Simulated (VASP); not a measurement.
Set up this calculation in VASP 6.6.1, as the native input.

```yaml
Task: single point
Functional: PBE
Potentials_or_basis: VASP PAW PBE potentials, release 64 (Ce, O)
Cutoff: 520 eV
k_mesh: 16 × 16 × 16
Occupations: fermi-dirac, width 0.0612256 eV
Spin: no spin polarisation
Dipole_correction: no
Further_INCAR_settings: ALGO = Normal; EDIFF = 1e-06; NBANDS = 22
```

The structure of Ce2O (antifluorite type) lies in POSCAR:

```
Ce2O
1.0
    0.0000000000      3.0979401439      3.0979401439
    3.0979401439      0.0000000000      3.0979401439
    3.0979401439      3.0979401439      0.0000000000
Ce O
2 1
Direct
    0.2500000000      0.2500000000      0.2500000000
    0.7500000000      0.7500000000      0.7500000000
    0.0000000000      0.0000000000      0.0000000000
```

These files were run (other wordings do the same):

INCAR

```
PREC     = Accurate       # precision mode
ENCUT    = 520            # plane-wave cutoff, eV
EDIFF    = 1E-6           # SCF threshold, eV
ISMEAR   = -1             # smearing method
SIGMA    = 0.06122561905347299 # smearing width, eV
LREAL    = F              # projectors in reciprocal space
LASPH    = T              # aspherical terms in the spheres
NELM     = 100            # most SCF steps
ALGO     = Normal         # electronic algorithm
ISIF     = 2              # what is computed and relaxed
LWAVE    = F              # write WAVECAR
LCHARG   = T              # write CHGCAR
GGA      = PE             # functional
LELF     = T              # ELF
LVHAR    = T            
NBANDS   = 22             # bands
```

KPOINTS

```
regular mesh
0
Gamma
  16 16 16
```

Potentials or basis: VASP PAW PBE potentials, release 64 (Ce, O).

Run with:

```bash
$ cat potpaw_PBE.64/Ce/POTCAR potpaw_PBE.64/O/POTCAR > POTCAR
$ mpirun -np 1 vasp_std > vasp.out
```

It gave:

```yaml
Pressure: -4.9 GPa
Band_gap_on_the_k_mesh: zero (band 15 reaches 9.50 eV, above the bottom of band 16 at 9.40 eV)
```

Caveat: spin-orbit coupling is left out, which moves the levels of the heavy elements; the run has no spin polarisation, though such a crystal can be magnetic; without U or exact exchange the open f shell lies at the Fermi level, which spoils levels, moments and volumes.

Wall time 9.1 min on 1 thread of Oxide Virtual Turin-like Processor (shared host), peak memory 0.32 GiB.
